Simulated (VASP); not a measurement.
Crystal: Li3H8.

```
CELL_PARAMETERS angstrom
3.02593 1.74702 5.36944
-3.02593 1.74702 5.36944
0.00000 -3.49405 5.36944
ATOMIC_POSITIONS crystal
Li 0.54326 0.54326 0.54326
Li 0.45674 0.45674 0.45674
Li 0.00000 0.00000 0.00000
H 0.00000 0.00000 0.50000
H 0.50000 0.00000 0.00000
H 0.00000 0.50000 0.00000
H 0.78323 0.78323 0.78323
H 0.21677 0.21677 0.21677
H 0.50000 0.50000 0.00000
H 0.00000 0.50000 0.50000
H 0.50000 0.00000 0.50000
```

| Quantity | Value |
| --- | --- |
| Program | VASP 6.6.1 |
| Task | relaxation of cell and atoms |
| Functional | PBE |
| Potentials or basis | VASP PAW PBE potentials, release 64 (Li_sv, H) |
| Cutoff | 600 eV |
| k mesh | 6 × 6 × 6 |
| Occupations | gaussian, width 0.1 eV |
| Spin | no spin polarisation |

At the start: pressure -7.7 GPa; volume 15.48 Å³/atom.

Problem. Where does the relaxation end?

Solution. Over 16 steps the energy falls by 993.3 meV/atom and the volume is 6.90 Å³/atom (-55.4 %); space group R-3m (No. 166, to 0.05 Å).

The path:
```tsv
step	energy change (eV)	largest force (eV/Å)	pressure (GPa)	volume (Å³)
1	0.0000	6.7344	-7.67	170.31
2	-4.0981	2.7154	-9.02	152.57
3	-6.8768	1.5228	-9.01	133.72
4	-8.5097	1.6589	0.28	100.03
5	-8.7034	1.6511	-4.67	109.99
6	-8.7273	1.6548	-3.91	108.05
7	-9.3017	1.3834	-2.68	101.08
8	-10.0656	1.7884	3.41	81.96
9	-10.5835	1.0153	0.34	81.18
10	-10.6862	0.6587	-1.35	80.68
11	-10.8252	0.4231	-1.14	78.93
12	-10.9039	0.2155	-0.65	76.58
13	-10.9042	0.2443	-0.61	76.43
14	-10.9231	0.0154	0.44	75.34
15	-10.9232	0.0060	0.53	75.24
16	-10.9261	0.0059	0.31	75.90
```

Final structure:
```yaml
crystal:
  lattice:
    - [2.10037, 1.21265, 4.96639]
    - [-2.10037, 1.21265, 4.96639]
    - [0.00000, -2.42529, 4.96639]
  atoms:
    - { symbol: Li, position: [0.58525, 0.58525, 0.58525] }
    - { symbol: Li, position: [0.41475, 0.41475, 0.41475] }
    - { symbol: Li, position: [0.00000, 0.00000, 0.00000] }
    - { symbol: H, position: [0.00000, 0.00000, 0.50000] }
    - { symbol: H, position: [0.50000, 0.00000, 0.00000] }
    - { symbol: H, position: [0.00000, 0.50000, 0.00000] }
    - { symbol: H, position: [0.83296, 0.83296, 0.83296] }
    - { symbol: H, position: [0.16704, 0.16704, 0.16704] }
    - { symbol: H, position: [0.50000, 0.50000, 0.00000] }
    - { symbol: H, position: [0.00000, 0.50000, 0.50000] }
    - { symbol: H, position: [0.50000, 0.00000, 0.50000] }
```

Caveat: the cutoff is under 1.25 times the usual one of these potentials, so pressure, stress and relaxed cells hold a basis-set (Pulay) error; the volume moved by over 15 % at a fixed basis, so the end points are rough.
